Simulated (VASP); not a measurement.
# Bi (P6_3/mmc) in VASP: a series of runs, part 2 of 2

VASP 6.6.1. Earlier steps stand in the parts before.

### Step 3. Electric field gradients, PBEsol (zz strain of +2 %)

INCAR

```
SYSTEM = Bi
ALGO = Normal
EDIFF = 1E-8
ENCUT = 520
GGA = PS
ISIF = 2
ISMEAR = -1
LASPH = .True.
LCHARG = .False.
LEFG = .True.
LREAL = .False.
LWAVE = .False.
NBANDS = 22
NELM = 80
PREC = Accurate
SIGMA = 0.08
```

KPOINTS

```
k-points
0
Gamma
  9 9 3
  0 0 0
```

POSCAR

```
Bi
1.0
    4.5390002997      0.0000000000      0.0000000000
   -2.2695001499      3.9308895674      0.0000000000
    0.0000000000      0.0000000000     12.0655800000
Bi
2
Direct
    0.3333333333      0.6666666667      0.2500000000
    0.6666666667      0.3333333333      0.7500000000
```

Potentials or basis: VASP PAW PBE potentials, release 64 (Bi_d).

Launch:

```bash
cat potpaw_PBE.64/Bi_d/POTCAR > POTCAR
mpirun -np 1 vasp_std > vasp.out
```

OUTCAR:

```text
SYSTEM = Bi
   EDIFF = 1E-8
   ENCUT = 520
   GGA = PS
   ISIF = 2
   ISMEAR = -1
   LASPH = .True.
   LREAL = .False.
   NELM = 80
   PREC = Accurate

 ion  position               nearest neighbor table
   1  0.333  0.667  0.250-
   2  0.667  0.333  0.750-

  LATTYP: Found a hexagonal cell.
 ALAT       =     4.5390002997
 C/A-ratio  =     2.6582020717

  Lattice vectors:

 A1 = (   4.5390002997,   0.0000000000,   0.0000000000)
 A2 = (  -2.2695001499,   3.9308895674,   0.0000000000)
 A3 = (   0.0000000000,   0.0000000000,  12.0655800000)

Analysis of symmetry for initial positions (statically):
=====================================================================
 Subroutine PRICEL returns:
 Original cell was already a primitive cell.

 Routine SETGRP: Setting up the symmetry group for a
 hexagonal supercell.

 Subroutine GETGRP returns: Found 24 space group operations
 (whereof 12 operations were pure point group operations)
 out of a pool of 24 trial point group operations.

The static configuration has the point symmetry D_3d.
 The point group associated with its full space group is D_6h.

Analysis of symmetry for dynamics (positions and initial velocities):
=====================================================================
 Subroutine PRICEL returns:
 Original cell was already a primitive cell.

 Routine SETGRP: Setting up the symmetry group for a
 hexagonal supercell.

 Subroutine GETGRP returns: Found 24 space group operations
 (whereof 12 operations were pure point group operations)
 out of a pool of 24 trial point group operations.

[... 152 lines left out ...]
 fundamental gap:      0.0054902571
 Fermi energy:        -1.2149507497

 k-point     1 :       0.0000    0.0000    0.0000
  band No.  band energies     occupation
      1     -23.9847      2.00000
      2     -23.9847      2.00000
      3     -23.9847      2.00000
      4     -23.9847      2.00000
      5     -23.9732      2.00000
      6     -23.9732      2.00000
[... 589 lines left out ...]
     21       4.3748      0.00000
     22       4.8463      0.00000

------------------------ aborting loop because EDIFF is reached ----------------------------------------

  FORCE on cell =-STRESS in cart. coord.  units (eV):
  Direction    XX          YY          ZZ          XY          YZ          ZX
  --------------------------------------------------------------------------------------
  -------------------------------------------------------------------------------------
  Total       -6.6034347     -6.6034347     -0.4130054      0.0000000      0.0000000     -0.0000000
  in kB      -49.1452117    -49.1452117     -3.0737397      0.0000000      0.0000000     -0.0000000
  external PRESSURE =     -33.7880544 kB  Pullay stress =       0.0000000 kB

 VOLUME and BASIS-vectors are now :
 -----------------------------------------------------------------------------
  energy-cutoff  :      520.00
  volume of cell :      215.28
      direct lattice vectors                 reciprocal lattice vectors
     4.539000300  0.000000000  0.000000000     0.220312830  0.127197672  0.000000000
    -2.269500150  3.930889567  0.000000000     0.000000000  0.254395343  0.000000000
     0.000000000  0.000000000 12.065580000     0.000000000  0.000000000  0.082880392

 POSITION                                       TOTAL-FORCE (eV/Angst)
 -----------------------------------------------------------------------------------
     -0.00000      2.62059      3.01640         0.000000      0.000000      0.000000
      2.26950      1.31030      9.04919        -0.000000      0.000000      0.000000
 -----------------------------------------------------------------------------------
    total drift:                               -0.000000      0.000000      0.000000

  FREE ENERGIE OF THE ION-ELECTRON SYSTEM (eV)
  ---------------------------------------------------
  free  energy   TOTEN  =        -3.4377190450 eV

  energy  without entropy=       -3.2831637519  energy(sigma->0) =       -3.36044140

 Electric field gradients (V/A^2)
---------------------------------------------------------------------
 ion       V_xx      V_yy      V_zz      V_xy      V_xz      V_yz
---------------------------------------------------------------------
   1     115.522   115.523  -231.045     0.001     0.000    -0.000
   2     115.522   115.523  -231.045     0.001    -0.000     0.000
---------------------------------------------------------------------

 Electric field gradients after diagonalization (V/A^2)
 (convention: |V_zz| > |V_xx| > |V_yy|)
----------------------------------------------------------------------
 ion       V_xx      V_yy      V_zz     asymmetry (V_yy - V_xx)/ V_zz
----------------------------------------------------------------------
   1     115.524   115.521  -231.045       0.000
   2     115.524   115.521  -231.045       0.000
----------------------------------------------------------------------

           NMR quadrupolar parameters

 Cq : quadrupolar parameter    Cq=e*Q*V_zz/h
 eta: asymmetry parameters     (V_yy - V_xx)/ V_zz
 Q  : nuclear electric quadrupole moment in mb (millibarn)
----------------------------------------------------------------------
 ion       Cq(MHz)       eta       Q (mb)
----------------------------------------------------------------------
   1      -0.559       0.000       1.000
   2      -0.559       0.000       1.000
----------------------------------------------------------------------
```

OSZICAR:

```text
N       E                     dE             d eps       ncg     rms          rms(c)
DAV:   1     0.261883657139E+03    0.26188E+03   -0.14264E+04  1152   0.116E+03
DAV:   2     0.171303399054E+02   -0.24475E+03   -0.24044E+03  1158   0.316E+02
DAV:   3    -0.273966226375E+01   -0.19870E+02   -0.19602E+02  1242   0.117E+02
DAV:   4    -0.342369093524E+01   -0.68403E+00   -0.67953E+00  1310   0.240E+01
DAV:   5    -0.344832185183E+01   -0.24631E-01   -0.24628E-01  1482   0.419E+00    0.745E-01
DAV:   6    -0.343583405946E+01    0.12488E-01   -0.36352E-02  1280   0.145E+00    0.474E-01
DAV:   7    -0.343654579471E+01   -0.71174E-03   -0.36952E-02  1212   0.124E+00    0.130E-01
DAV:   8    -0.343746595857E+01   -0.92016E-03   -0.26932E-03  1164   0.649E-01    0.452E-02
DAV:   9    -0.343762941486E+01   -0.16346E-03   -0.17145E-04  1196   0.111E-01    0.215E-02
DAV:  10    -0.343771036079E+01   -0.80946E-04   -0.75042E-05  1280   0.419E-02    0.328E-03
DAV:  11    -0.343771678488E+01   -0.64241E-05   -0.49538E-06  1212   0.168E-02    0.175E-03
DAV:  12    -0.343771886873E+01   -0.20838E-05   -0.34554E-06  1122   0.100E-02    0.498E-04
DAV:  13    -0.343771903965E+01   -0.17092E-06   -0.15525E-07  1040   0.255E-03    0.286E-04
DAV:  14    -0.343771904497E+01   -0.53219E-08   -0.73954E-08   930   0.127E-03
   1 F= -.34377190E+01 E0= -.33604414E+01  d E =-.154555E+00
```

stdout:

```text
POSCAR found type information on POSCAR Bi
 POSCAR found :  1 types and       2 ions
 scaLAPACK will be used
 -----------------------------------------------------------------------------
|                                                                             |
|                                                                             |
|     You enforced a specific xc type in the INCAR file but a different       |
|     I HOPE YOU KNOW WHAT YOU ARE DOING!                                     |
|                                                                             |
 -----------------------------------------------------------------------------

 LDA part: xc-table for (Slater+PW92), standard interpolation
 POSCAR, INCAR and KPOINTS ok, starting setup
 FFT: planning ... GRIDC
 FFT: planning ... GRID_SOFT
 FFT: planning ... GRID
 WAVECAR not read
 entering main loop
ion   1

ion   2
```

It took 88 s on 1 thread of Intel Xeon Platinum 8488C (Sapphire Rapids), shared host; peak memory 0.36 GiB.

What came out:

* Free energy: -3.4377 eV
* Pressure: -3.4 GPa
* Band gap on the k mesh: zero (bands 15 and 16 overlap by 2.14 eV)
* Largest electric field gradient by atom: Bi -231.0 V/Å²

Electric field gradients, principal values (V/Å²):
| atom | least | middle | greatest (by size) |
| --- | --- | --- | --- |
| 1 Bi | 115.521 | 115.524 | -231.045 |
| 2 Bi | 115.521 | 115.524 | -231.045 |

Caveat: the cell differs from its parent crystal (zz strain of +2 %); the cell stands under tension; without QUAD_EFG the Cq values of the log hold for a quadrupole moment of 1 mb, not for the nuclei; the PAW data sets were made with another functional, which shifts forces and pressure a little; spin-orbit coupling is left out, which moves the levels of the heavy elements.

### Step 4. Electric field gradients, PBEsol (zz strain of +2 %)

INCAR

```
PREC     = Accurate       # precision mode
ENCUT    = 520            # plane-wave cutoff, eV
EDIFF    = 1E-8           # SCF threshold, eV
ISMEAR   = -1             # smearing method
SIGMA    = 0.08           # smearing width, eV
LREAL    = F              # projectors in reciprocal space
LASPH    = T              # aspherical terms in the spheres
NELM     = 100            # most SCF steps
ALGO     = Normal         # electronic algorithm
ISIF     = 2              # what is computed and relaxed
LWAVE    = F              # write WAVECAR
LCHARG   = F              # write CHGCAR
GGA      = PS             # functional
LEFG     = T            
NBANDS   = 22             # bands
```

KPOINTS

```
Automatic mesh
0
Gamma
  9 9 3
```

POSCAR is that of step 3.

Potentials or basis: VASP PAW PBE potentials, release 64 (Bi_d).

Launch:

```bash
cat potpaw_PBE.64/Bi_d/POTCAR > POTCAR
mpirun -np 1 vasp_std > vasp.out
```

OUTCAR:

```text
PREC = Accurate
   ENCUT = 520
   EDIFF = 1E-8
   ISMEAR = -1
   LREAL = F
   LASPH = T
   NELM = 100
   ISIF = 2
   GGA = PS

 ion  position               nearest neighbor table
   1  0.333  0.667  0.250-
   2  0.667  0.333  0.750-

  LATTYP: Found a hexagonal cell.
 ALAT       =     4.5390002997
 C/A-ratio  =     2.6582020717

  Lattice vectors:

 A1 = (   4.5390002997,   0.0000000000,   0.0000000000)
 A2 = (  -2.2695001499,   3.9308895674,   0.0000000000)
 A3 = (   0.0000000000,   0.0000000000,  12.0655800000)

[... 809 lines left out ...]
  ---------------------------------------------------
  free  energy   TOTEN  =        -3.4377190450 eV

  energy  without entropy=       -3.2831637519  energy(sigma->0) =       -3.36044140

 Electric field gradients (V/A^2)
---------------------------------------------------------------------
 ion       V_xx      V_yy      V_zz      V_xy      V_xz      V_yz
---------------------------------------------------------------------
   1     115.522   115.523  -231.045     0.001     0.000    -0.000
   2     115.522   115.523  -231.045     0.001    -0.000     0.000
---------------------------------------------------------------------

 Electric field gradients after diagonalization (V/A^2)
 (convention: |V_zz| > |V_xx| > |V_yy|)
----------------------------------------------------------------------
 ion       V_xx      V_yy      V_zz     asymmetry (V_yy - V_xx)/ V_zz
----------------------------------------------------------------------
   1     115.524   115.521  -231.045       0.000
   2     115.524   115.521  -231.045       0.000
----------------------------------------------------------------------

           NMR quadrupolar parameters

 Cq : quadrupolar parameter    Cq=e*Q*V_zz/h
 eta: asymmetry parameters     (V_yy - V_xx)/ V_zz
 Q  : nuclear electric quadrupole moment in mb (millibarn)
----------------------------------------------------------------------
 ion       Cq(MHz)       eta       Q (mb)
----------------------------------------------------------------------
   1      -0.559       0.000       1.000
   2      -0.559       0.000       1.000
----------------------------------------------------------------------
```

OSZICAR:

```text
N       E                     dE             d eps       ncg     rms          rms(c)
DAV:   1     0.261883657139E+03    0.26188E+03   -0.14264E+04  1152   0.116E+03
DAV:   2     0.171303399054E+02   -0.24475E+03   -0.24044E+03  1158   0.316E+02
DAV:   3    -0.273966226375E+01   -0.19870E+02   -0.19602E+02  1242   0.117E+02
DAV:   4    -0.342369093524E+01   -0.68403E+00   -0.67953E+00  1310   0.240E+01
DAV:   5    -0.344832185183E+01   -0.24631E-01   -0.24628E-01  1482   0.419E+00    0.745E-01
DAV:   6    -0.343583405946E+01    0.12488E-01   -0.36352E-02  1280   0.145E+00    0.474E-01
DAV:   7    -0.343654579471E+01   -0.71174E-03   -0.36952E-02  1212   0.124E+00    0.130E-01
DAV:   8    -0.343746595857E+01   -0.92016E-03   -0.26932E-03  1164   0.649E-01    0.452E-02
DAV:   9    -0.343762941486E+01   -0.16346E-03   -0.17145E-04  1196   0.111E-01    0.215E-02
DAV:  10    -0.343771036079E+01   -0.80946E-04   -0.75042E-05  1280   0.419E-02    0.328E-03
DAV:  11    -0.343771678488E+01   -0.64241E-05   -0.49538E-06  1212   0.168E-02    0.175E-03
DAV:  12    -0.343771886873E+01   -0.20838E-05   -0.34554E-06  1122   0.100E-02    0.498E-04
DAV:  13    -0.343771903965E+01   -0.17092E-06   -0.15525E-07  1040   0.255E-03    0.286E-04
DAV:  14    -0.343771904497E+01   -0.53219E-08   -0.73954E-08   930   0.127E-03
   1 F= -.34377190E+01 E0= -.33604414E+01  d E =-.154555E+00
```

stdout:

```text
POSCAR found type information on POSCAR Bi
 POSCAR found :  1 types and       2 ions
 scaLAPACK will be used
 -----------------------------------------------------------------------------
|                                                                             |
|                                                                             |
|     You enforced a specific xc type in the INCAR file but a different       |
|     I HOPE YOU KNOW WHAT YOU ARE DOING!                                     |
|                                                                             |
 -----------------------------------------------------------------------------

 LDA part: xc-table for (Slater+PW92), standard interpolation
 POSCAR, INCAR and KPOINTS ok, starting setup
 FFT: planning ... GRIDC
 FFT: planning ... GRID_SOFT
 FFT: planning ... GRID
 WAVECAR not read
 entering main loop
ion   1

ion   2
```

Wall time 80 s (1 thread of Intel Xeon Platinum 8488C (Sapphire Rapids), shared host); peak memory 0.36 GiB.

What came out:

* Free energy: -3.4377 eV
* Pressure: -3.4 GPa
* Band gap on the k mesh: zero (bands 15 and 16 overlap by 2.14 eV)
* Largest electric field gradient by atom: Bi -231.0 V/Å²

Stress tensor (GPa, compression positive):
```
-4.91  0.00  0.00
 0.00 -4.91  0.00
 0.00  0.00 -0.31
```

Levels at points of the mesh, in eV from the Fermi level:
```
           k point  band 13  band 14  band 15  band 16  band 17  band 18
(0.00, 0.00, 0.00)    -0.81    -0.36     1.41     1.41     1.42     1.42
```

Electric field gradients, principal values (V/Å²):
```csv
atom,least,middle,greatest (by size)
1 Bi,115.521,115.524,-231.045
2 Bi,115.521,115.524,-231.045
```

Caveat: the cell differs from its parent crystal (zz strain of +2 %); the cell stands under tension; without QUAD_EFG the Cq values of the log hold for a quadrupole moment of 1 mb, not for the nuclei; the PAW data sets were made with another functional, which shifts forces and pressure a little; spin-orbit coupling is left out, which moves the levels of the heavy elements.
